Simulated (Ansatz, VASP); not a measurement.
**One calculation of WS2, two programs**

File INCAR:

```
  PREC = Accurate
  ENCUT = 520
  EDIFF = 1E-7
  ISMEAR = 0
  SIGMA = 0.02
  LREAL = F
  LASPH = T
  NELM = 100
  ALGO = Normal
  ISIF = 2
  LWAVE = F
  LCHARG = F
  GGA = PS
  IVDW = 12
  NBANDS = 35
```

Contents of KPOINTS:

```
Automatic mesh
0
Gamma
  12 12 4
```

File POSCAR:

```
WS2
1.0
    3.2080291451      0.0000000000      0.0000000000
   -1.6040145725      2.7782347357      0.0000000000
    0.0000000000      0.0000000000     11.6624267900
W S
2 4
Direct
    0.3333333333      0.6666666667      0.7500000000
    0.6666666667      0.3333333333      0.2500000000
    0.3333333333      0.6666666667      0.1180800186
    0.6666666667      0.3333333333      0.6180800186
    0.3333333333      0.6666666667      0.3819199814
    0.6666666667      0.3333333333      0.8819199814
```

Input for Ansatz:

```yaml
crystal:
  lattice:
    - [3.2080291451, 0.0, 0.0]
    - [-1.6040145725, 2.7782347357, 0.0]
    - [0.0, 0.0, 11.66242679]
  atoms:
    - { symbol: W, position: [0.3333333333, 0.6666666667, 0.75] }
    - { symbol: W, position: [0.6666666667, 0.3333333333, 0.25] }
    - { symbol: S, position: [0.3333333333, 0.6666666667, 0.1180800186] }
    - { symbol: S, position: [0.6666666667, 0.3333333333, 0.6180800186] }
    - { symbol: S, position: [0.3333333333, 0.6666666667, 0.3819199814] }
    - { symbol: S, position: [0.6666666667, 0.3333333333, 0.8819199814] }
basis:
  ecutwfc: 420
kpoints:
  mp_grid: { grid: [12, 12, 4] }
  band_path: { path: [VBM, CBM], npoints: 2 }
hamiltonian:
  xc: pbesol
  dispersion: d3bj
scf:
  occupations: { method: gaussian, width: 0.02 }
output:
  forces: true
  stress: true
  eigenvalues: true
checkpoint:
  read: start.run
  write: ck
  compress: false
  write_wavefunctions: false
  write_every: 100000
```

Alike in both runs: task single point; functional PBEsol; dispersion D3(BJ); k mesh 12 × 12 × 4; occupations gaussian, width 0.02 eV; no spin polarisation.

|  | VASP | Ansatz |
| --- | --- | --- |
| version | VASP 6.6.1 | Ansatz 0.2.0 |
| potentials or method | VASP PAW PBE potentials, release 64 (W_sv, S), cutoff 520 eV | scalar-relativistic, plane waves, PAW |
| valence electrons in the cell | 52 | 52 |

```csv
,VASP,Ansatz,Ansatz less VASP
gap on the k mesh at the Fermi level (eV),0.66,0.64,-0.023
least direct gap on the mesh (eV),1.53,1.53,-0.003
pressure (GPa),-5.7,-5.9,-0.12
"traceless stress, the component that is largest in VASP (GPa)",5.90,5.86,-0.041
rms of the force components (eV/Å),0.008,0.000,-0.0084
```

VASP's potentials were made for PBE, not for PBEsol. Atom by atom the forces differ by 0.008 eV/Å (rms over components).

Neither program's run includes spin-orbit coupling.
